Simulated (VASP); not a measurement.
# Au (Fm-3m) in VASP: notebook

Runs on Au. Level: LDA. Tasks: single point.

Program: VASP 6.6.1. These are calculated values, not measurements. Logs are shortened: lines on timing, memory, paths and dates and some standing lists are left out, and cuts for length are marked.

## 1. The cell of the first run

The structure is cubic, space group Fm-3m (No. 225). The conventional cell has a = 4.117 Å, b = 4.117 Å, c = 4.117 Å, α = 90.00°, β = 90.00°, γ = 90.00°. Within 3.8 Å of Au (site symmetry m-3m) lie 12 Au at 2.91 Å.

## 2. Single point, LDA

INCAR

```
SYSTEM = Au
PREC     = Accurate       ! precision mode
ENCUT    = 520            ! plane-wave cutoff, eV
EDIFF    = 1E-7           ! SCF threshold, eV
ISMEAR   = 0              ! smearing method
SIGMA    = 0.1            ! smearing width, eV
LREAL    = .FALSE.        ! projectors in reciprocal space
LASPH    = .TRUE.         ! aspherical terms in the spheres
NELM     = 100            ! most SCF steps
ALGO     = Fast           ! electronic algorithm
ISIF     = 2              ! what is computed and relaxed
LWAVE    = .FALSE.        ! write WAVECAR
LCHARG   = .FALSE.        ! write CHGCAR
GGA      = CA             ! functional
NBANDS   = 12             ! bands
```

KPOINTS

```
Automatic mesh
0
G
  8 8 8
  0 0 0
```

POSCAR

```
Au
1.0
    0.0000000000      2.0585000000      2.0585000000
    2.0585000000      0.0000000000      2.0585000000
    2.0585000000      2.0585000000      0.0000000000
Au
1
Direct
    0.0000000000      0.0000000000      0.0000000000
```

Potentials or basis: VASP PAW LDA potentials, release 64 (Au).

The run is started by

```
cat potpaw_LDA.64/Au/POTCAR > POTCAR
mpirun -np 1 vasp_std > vasp.out
```

OUTCAR:

```text
SYSTEM = Au
   PREC = Accurate
   ENCUT = 520
   EDIFF = 1E-7
   ISMEAR = 0
   LREAL = .FALSE.
   LASPH = .TRUE.
   NELM = 100
   ISIF = 2
   GGA = CA

 ion  position               nearest neighbor table
   1  0.000  0.000  0.000-

  LATTYP: Found a face centered cubic cell.
 ALAT       =     4.1170000000

  Lattice vectors:

 A1 = (   0.0000000000,   2.0585000000,   2.0585000000)
 A2 = (   2.0585000000,   0.0000000000,   2.0585000000)
 A3 = (   2.0585000000,   2.0585000000,   0.0000000000)

Analysis of symmetry for initial positions (statically):
=====================================================================
 Subroutine PRICEL returns:
 Original cell was already a primitive cell.

 Routine SETGRP: Setting up the symmetry group for a
 face centered cubic supercell.

 Subroutine GETGRP returns: Found 48 space group operations
 (whereof 48 operations were pure point group operations)
 out of a pool of 48 trial point group operations.

The static configuration has the point symmetry O_h .

Analysis of symmetry for dynamics (positions and initial velocities):
=====================================================================
 Subroutine PRICEL returns:
 Original cell was already a primitive cell.

 Routine SETGRP: Setting up the symmetry group for a
 face centered cubic supercell.

 Subroutine GETGRP returns: Found 48 space group operations
 (whereof 48 operations were pure point group operations)
 out of a pool of 48 trial point group operations.

The dynamic configuration has the point symmetry O_h .

 Subroutine INISYM returns: Found 48 space group operations
 (whereof 48 operations are pure point group operations),
 and found     1 'primitive' translations

----------------------------------------------------------------------------------------

                                     Primitive cell

  volume of cell :      17.4455

  direct lattice vectors                    reciprocal lattice vectors
     0.000000000  2.058500000  2.058500000    -0.242895312  0.242895312  0.242895312
     2.058500000  0.000000000  2.058500000     0.242895312 -0.242895312  0.242895312
     2.058500000  2.058500000  0.000000000     0.242895312  0.242895312 -0.242895312

  length of vectors
     2.911158618  2.911158618  2.911158618     0.420707022  0.420707022  0.420707022

  position of ions in fractional coordinates (direct lattice)
     0.000000000  0.000000000  0.000000000

  ion indices of the primitive-cell ions
   primitive index   ion index
                 1           1

----------------------------------------------------------------------------------------

 KPOINTS: Automatic mesh

Automatic generation of k-mesh.
 Grid dimensions read from file:
 generate k-points for:    8    8    8

 Generating k-lattice:

  Cartesian coordinates                     Fractional coordinates (reciprocal lattice)
    -0.030361914  0.030361914  0.030361914     0.125000000  0.000000000  0.000000000
     0.030361914 -0.030361914  0.030361914     0.000000000  0.125000000  0.000000000
     0.030361914  0.030361914 -0.030361914     0.000000000  0.000000000  0.125000000

  Length of vectors
     0.052588378  0.052588378  0.052588378

  Shift w.r.t. Gamma in fractional coordinates (k-lattice)
     0.000000000  0.000000000  0.000000000

 Subroutine IBZKPT returns following result:
 ===========================================

 Found     29 irreducible k-points:

 Following reciprocal coordinates:
            Coordinates               Weight
  0.000000  0.000000  0.000000      1.000000
  0.125000  0.000000  0.000000      8.000000
  0.250000  0.000000  0.000000      8.000000
  0.375000  0.000000  0.000000      8.000000
  0.500000  0.000000  0.000000      4.000000
  0.125000  0.125000  0.000000      6.000000
[... 16 lines left out ...]
  0.500000  0.250000  0.125000     48.000000
 -0.375000  0.250000  0.125000     24.000000
 [... further k-points ...]
   k-points           NKPTS =     29   k-points in BZ     NKDIM =     29   number of bands    NBANDS=     12
   number of dos      NEDOS =    301   number of ions     NIONS =      1
   total plane-waves  NPLWV =  13824
   dimension x,y,z NGX =    24 NGY =   24 NGZ =   24
   dimension x,y,z NGXF=    48 NGYF=   48 NGZF=   48
   ions per type =               1
   NGX,Y,Z   is equivalent  to a cutoff of  13.71, 13.71, 13.71 a.u.
   NGXF,Y,Z  is equivalent  to a cutoff of  27.41, 27.41, 27.41 a.u.
 SYSTEM =  Au
   PREC   = accura    normal or accurate (medium, high low for compatibility)
   ISTART =      0    job   : 0-new  1-cont  2-samecut
   ICHARG =      2    charge: 1-file 2-atom 10-const
   ISPIN  =      1    spin polarized calculation?
   LNONCOLLINEAR =      F non collinear calculations
   LSORBIT =      F    spin-orbit coupling
   LASPH  =      T    aspherical Exc in radial PAW
   ENCUT  =  520.0 eV  38.22 Ry    6.18 a.u.   5.41  5.41  5.41*2*pi/ulx,y,z
   NELM   =    100;   NELMIN=  2; NELMDL= -5     # of ELM steps
   EDIFF  = 0.1E-06   stopping-criterion for ELM
   LREAL  =      F    real-space projection
   EDIFFG = 0.1E-05   stopping-criterion for IOM
   NSW    =      0    number of steps for IOM
   IBRION =     -1    ionic relax: 0-MD 1-quasi-New 2-CG
   NFREE  =      0    steps in history (QN), initial steepest desc. (CG)
   ISIF   =      2    stress and relaxation
   ISYM   =      2    0-nonsym 1-usesym 2-fastsym
   POTIM  = 0.5000    time-step for ionic-motion
   TEBEG  =    0.0;   TEEND  =   0.0 temperature during run
   PSTRESS=    0.0 pullay stress
   NELECT =      11.0000    total number of electrons
   NUPDOWN=      -1.0000    fix difference up-down
   EMIN   =  10.00;   EMAX   =-10.00  energy-range for DOS
   EFERMI =   0.00;   METHOD = LEGACY
   ISMEAR =     0;   SIGMA  =   0.10  broadening in eV -4-tet -1-fermi 0-gaus
   EFERMI_NEDOS =   21; number of points for ismear=-14 and -15
   IALGO  =     68    algorithm
   IMIX   =      4    mixing-type and parameters
     AMIX     =   0.40;   BMIX     =  1.00
     AMIX_MAG =   1.60;   BMIX_MAG =  1.00
  volume/ion in A,a.u.               =      17.45       117.73
  Fermi-wavevector in a.u.,A,eV,Ry     =   1.403820  2.652836 26.813157  1.970711
  Thomas-Fermi vector in A             =   2.526444
   LORBIT       =      0    0 simple, 1 ext, 2 COOP (PROOUT), +10 PAW based schemes
   GGA     = CA    functional components
   LHFCALC =     F    Hartree Fock is set to
   AEXX    =    0.0000 exact exchange contribution
   IVDW    =     0    specifies the selected vdW correction
   LEPSILON=     F    determine dielectric tensor
   LRPA    =     F    only Hartree local field effects (RPA)
 non-spin polarized calculation
 RMM-DIIS sequential band-by-band and
 Gauss-broadening in eV      SIGMA  =   0.10
  energy-cutoff  :      520.00
  volume of cell :       17.45
 maximum number of plane-waves:       489
 NGX is ok and might be reduce to    24
   NGX = 11   NGY = 11   NGZ = 11

 number of electron      11.0000001 magnetization

 Free energy of the ion-electron system (eV)
  ---------------------------------------------------
  ext. energy  EPLUGINS =         0.00000000
  ---------------------------------------------------
  free energy    TOTEN  =        -4.38789233 eV

  energy without entropy =       -4.38475626  energy(sigma->0) =       -4.38632429

 E-fermi :   8.8088     XC(G=0): -12.8469

 val. band max:        8.7347347744   @ k =   0.5000   0.2500   0.1250
 cond. band min:       8.9988072673   @ k =   0.5000   0.3750   0.1250
 fundamental gap:      0.2640724930
 Fermi energy:         8.8087992572

 k-point     1 :       0.0000    0.0000    0.0000
  band No.  band energies     occupation
      1      -0.7756      2.00000
      2       4.3150      2.00000
      3       4.3150      2.00000
      4       4.3150      2.00000
      5       5.7932      2.00000
      6       5.7932      2.00000
      7      23.4106      0.00000
      8      27.2295      0.00000
      9      27.2295      0.00000
     10      27.2295      0.00000
     11      32.1845      0.00000
     12      36.5041      0.00000

 k-point     2 :       0.1250    0.0000    0.0000
  band No.  band energies     occupation
      1      -0.2548      2.00000
      2       4.1692      2.00000
      3       4.4746      2.00000
      4       4.4746      2.00000
      5       5.7371      2.00000
      6       5.7371      2.00000
      7      23.8027      0.00000
      8      24.7326      0.00000
      9      27.8080      0.00000
     10      27.8080      0.00000
     11      31.9856      0.00000
     12      34.1716      0.00000

 k-point     3 :       0.2500    0.0000    0.0000
  band No.  band energies     occupation
      1       0.9949      2.00000
      2       4.1888      2.00000
      3       4.5892      2.00000
      4       4.5892      2.00000
      5       5.9515      2.00000
      6       5.9515      2.00000
      7      19.8797      0.00000
      8      24.4385      0.00000
      9      28.4887      0.00000
     10      28.4887      0.00000
     11      30.4084      0.00000
     12      31.6583      0.00000
[... 286 lines left out ...]
 k-point    23 :       0.5000    0.2500    0.1250
  band No.  band energies     occupation
      1       2.7484      2.00000
      2       3.8575      2.00000
      3       4.0373      2.00000
      4       5.3297      2.00000
      5       6.4754      2.00000
      6       8.7347      1.70510
      7      15.7442      0.00000
      8      20.6126      0.00000
      9      23.0399      0.00000
     10      27.1690      0.00000
     11      31.0956      0.00000
     12      34.6805      0.00000

 k-point    24 :      -0.3750    0.2500    0.1250
  band No.  band energies     occupation
      1       2.7515      2.00000
      2       3.6804      2.00000
      3       4.7486      2.00000
      4       5.1318      2.00000
      5       6.8157      2.00000
      6      11.4976      0.00000
      7      11.8223      0.00000
      8      20.8331      0.00000
      9      21.8596      0.00000
     10      26.3765      0.00000
     11      32.4758      0.00000
     12      35.4607      0.00000

 [... further k-points ...]
[... 5 lines left out ...]
  --------------------------------------------------------------------------------------
  -------------------------------------------------------------------------------------
  Total       -0.7894516     -0.7894516     -0.7894516      0.0000000      0.0000000     -0.0000000
  in kB      -72.5025841    -72.5025841    -72.5025841      0.0000000      0.0000000     -0.0000000
  external PRESSURE =     -72.5025841 kB  Pullay stress =       0.0000000 kB

 VOLUME and BASIS-vectors are now :
 -----------------------------------------------------------------------------
  energy-cutoff  :      520.00
  volume of cell :       17.45
      direct lattice vectors                 reciprocal lattice vectors
     0.000000000  2.058500000  2.058500000    -0.242895312  0.242895312  0.242895312
     2.058500000  0.000000000  2.058500000     0.242895312 -0.242895312  0.242895312
     2.058500000  2.058500000  0.000000000     0.242895312  0.242895312 -0.242895312

 POSITION                                       TOTAL-FORCE (eV/Angst)
 -----------------------------------------------------------------------------------
      0.00000      0.00000      0.00000         0.000000      0.000000      0.000000
 -----------------------------------------------------------------------------------
    total drift:                               -0.000000      0.000000     -0.000000

  FREE ENERGIE OF THE ION-ELECTRON SYSTEM (eV)
  ---------------------------------------------------
  free  energy   TOTEN  =        -4.3878923269 eV

  energy  without entropy=       -4.3847562574  energy(sigma->0) =       -4.38632429
```

It took 4.4 s on 1 thread of Intel Xeon 6975P-C, shared host; peak memory 0.13 GiB.

What came out:

```
Free energy : -4.3879 eV
Pressure    : -7.3 GPa
```

Caveat: spin-orbit coupling is left out, which moves the levels of the heavy elements.

## 3. Single point, LDA

This run uses another cell than the first one, of 16.58 Å³/atom, 0.950 times its volume.

INCAR

```
PREC = Accurate
ENCUT = 520
EDIFF = 1E-7
ISMEAR = 0
SIGMA = 0.1
LREAL = False
LASPH = True
NELM = 60
ALGO = Normal
ISIF = 2
LWAVE = False
LCHARG = False
GGA = CA
NBANDS = 12
```

KPOINTS

```
regular mesh
0
Gamma
  14 14 14
```

POSCAR

```
Au
1.0
    0.0000000000      2.0238288653      2.0238288653
    2.0238288653      0.0000000000      2.0238288653
    2.0238288653      2.0238288653      0.0000000000
Au
1
Direct
    0.0000000000      0.0000000000      0.0000000000
```

Potentials or basis: VASP PAW LDA potentials, release 64 (Au).

The run is started by

```
cat potpaw_LDA.64/Au/POTCAR > POTCAR
mpirun -np 1 vasp_std > vasp.out
```

OUTCAR:

```text
PREC = Accurate
   ENCUT = 520
   EDIFF = 1E-7
   ISMEAR = 0
   LREAL = False
   LASPH = True
   NELM = 60
   ISIF = 2
   GGA = CA

 ion  position               nearest neighbor table
   1  0.000  0.000  0.000-

  LATTYP: Found a face centered cubic cell.
 ALAT       =     4.0476577306

  Lattice vectors:

 A1 = (   0.0000000000,   2.0238288653,   2.0238288653)
 A2 = (   2.0238288653,   0.0000000000,   2.0238288653)
 A3 = (   2.0238288653,   2.0238288653,   0.0000000000)

Analysis of symmetry for initial positions (statically):
=====================================================================
 Subroutine PRICEL returns:
 Original cell was already a primitive cell.

 Routine SETGRP: Setting up the symmetry group for a
 face centered cubic supercell.

 Subroutine GETGRP returns: Found 48 space group operations
 (whereof 48 operations were pure point group operations)
 out of a pool of 48 trial point group operations.

The static configuration has the point symmetry O_h .

Analysis of symmetry for dynamics (positions and initial velocities):
=====================================================================
 Subroutine PRICEL returns:
 Original cell was already a primitive cell.

 Routine SETGRP: Setting up the symmetry group for a
 face centered cubic supercell.

 Subroutine GETGRP returns: Found 48 space group operations
 (whereof 48 operations were pure point group operations)
 out of a pool of 48 trial point group operations.

The dynamic configuration has the point symmetry O_h .

 Subroutine INISYM returns: Found 48 space group operations
 (whereof 48 operations are pure point group operations),
 and found     1 'primitive' translations

----------------------------------------------------------------------------------------

                                     Primitive cell

  volume of cell :      16.5787

  direct lattice vectors                    reciprocal lattice vectors
     0.000000000  2.023828865  2.023828865    -0.247056462  0.247056462  0.247056462
[... 108 lines left out ...]
   LORBIT       =      0    0 simple, 1 ext, 2 COOP (PROOUT), +10 PAW based schemes
   GGA     = CA    functional components
   LHFCALC =     F    Hartree Fock is set to
   AEXX    =    0.0000 exact exchange contribution
   IVDW    =     0    specifies the selected vdW correction
   LEPSILON=     F    determine dielectric tensor
   LRPA    =     F    only Hartree local field effects (RPA)
 non-spin polarized calculation
 Gauss-broadening in eV      SIGMA  =   0.10
  energy-cutoff  :      520.00
  volume of cell :       16.58
 maximum number of plane-waves:       459
 NGX is ok and might be reduce to    24
   NGX = 11   NGY = 11   NGZ = 11

 number of electron      10.9999999 magnetization

 Free energy of the ion-electron system (eV)
  ---------------------------------------------------
  ext. energy  EPLUGINS =         0.00000000
  ---------------------------------------------------
  free energy    TOTEN  =        -4.44343206 eV

  energy without entropy =       -4.44217171  energy(sigma->0) =       -4.44280188

 E-fermi :   9.7195     XC(G=0): -13.1434

 val. band max:        9.6490698294   @ k =   0.5000   0.2857   0.1429
 cond. band min:       9.7929973594   @ k =   0.5000   0.3571   0.1429
 fundamental gap:      0.1439275300
 Fermi energy:         9.7194780707

 k-point     1 :       0.0000    0.0000    0.0000
  band No.  band energies     occupation
      1      -0.4515      2.00000
      2       4.8951      2.00000
      3       4.8951      2.00000
      4       4.8951      2.00000
      5       6.5107      2.00000
      6       6.5107      2.00000
      7      24.2015      0.00000
      8      28.3168      0.00000
      9      28.3168      0.00000
     10      28.3168      0.00000
     11      33.4357      0.00000
     12      38.3259      0.00000
[... 331 lines left out ...]
 k-point    24 :       0.2857    0.1429    0.0000
  band No.  band energies     occupation
      1       1.8258      2.00000
      2       4.1311      2.00000
      3       5.1979      2.00000
      4       5.6232      2.00000
      5       6.5344      2.00000
      6       7.1064      2.00000
      7      21.9270      0.00000
      8      25.9437      0.00000
      9      26.3295      0.00000
     10      28.2677      0.00000
     11      31.1542      0.00000
     12      34.2825      0.00000

 [... further k-points ...]
[... 5 lines left out ...]
  --------------------------------------------------------------------------------------
  -------------------------------------------------------------------------------------
  Total        0.0523608      0.0523608      0.0523608      0.0000000     -0.0000000      0.0000000
  in kB        5.0601718      5.0601718      5.0601718      0.0000000     -0.0000000      0.0000000
  external PRESSURE =       5.0601718 kB  Pullay stress =       0.0000000 kB

 VOLUME and BASIS-vectors are now :
 -----------------------------------------------------------------------------
  energy-cutoff  :      520.00
  volume of cell :       16.58
      direct lattice vectors                 reciprocal lattice vectors
     0.000000000  2.023828865  2.023828865    -0.247056462  0.247056462  0.247056462
     2.023828865  0.000000000  2.023828865     0.247056462 -0.247056462  0.247056462
     2.023828865  2.023828865  0.000000000     0.247056462  0.247056462 -0.247056462

 POSITION                                       TOTAL-FORCE (eV/Angst)
 -----------------------------------------------------------------------------------
      0.00000      0.00000      0.00000         0.000000      0.000000      0.000000
 -----------------------------------------------------------------------------------
    total drift:                               -0.000000      0.000000      0.000000

  FREE ENERGIE OF THE ION-ELECTRON SYSTEM (eV)
  ---------------------------------------------------
  free  energy   TOTEN  =        -4.4434320562 eV

  energy  without entropy=       -4.4421717063  energy(sigma->0) =       -4.44280188
```

Wall time 8.8 s (1 thread of Intel Xeon 6975P-C, shared host); peak memory 0.14 GiB.

What came out:

```yaml
Free_energy: -4.4434 eV
Pressure: 0.5 GPa
```

Caveat: spin-orbit coupling is left out, which moves the levels of the heavy elements.
